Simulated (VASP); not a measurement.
Here is a VASP 6.6.1 calculation.

The input INCAR:

```
SYSTEM = ZrC
ALGO     = Normal         ! electronic algorithm
EDIFF    = 1E-6           ! SCF threshold, eV
ENCUT    = 600            ! plane-wave cutoff, eV
GGA      = PE             ! functional
GGA_COMPAT= .FALSE.      
ISIF     = 2              ! what is computed and relaxed
ISMEAR   = 0              ! smearing method
LASPH    = .TRUE.         ! aspherical terms in the spheres
LCHARG   = .TRUE.         ! write CHGCAR
LELF     = .TRUE.         ! ELF
LREAL    = .FALSE.        ! projectors in reciprocal space
LVHAR    = .TRUE.       
LWAVE    = .FALSE.        ! write WAVECAR
NBANDS   = 15             ! bands
NELM     = 120            ! most SCF steps
PREC     = Accurate       ! precision mode
SIGMA    = 0.05           ! smearing width, eV
```

The input KPOINTS:

```
k-points
0
G
  8 8 8
  0 0 0
```

Contents of POSCAR:

```
ZrC
1.0
    0.0000000000      2.3525582226      2.3525582226
    2.3525582226      0.0000000000      2.3525582226
    2.3525582226      2.3525582226      0.0000000000
Zr C
1 1
Direct
    0.5000000000      0.5000000000      0.5000000000
    0.0000000000      0.0000000000      0.0000000000
```

Potentials or basis: VASP PAW PBE potentials, release 64 (Zr_sv, C).

Launch:

```sh
$ cat potpaw_PBE.64/Zr_sv/POTCAR potpaw_PBE.64/C/POTCAR > POTCAR
$ mpirun -np 1 vasp_std > vasp.out
```

**Question.** What does it give for the band gap on the k mesh?

**Answer.** Zero (bands 8 and 9 overlap by 1.31 eV).

**Question.** What does it give for the pressure?

**Answer.** 0.7 GPa.
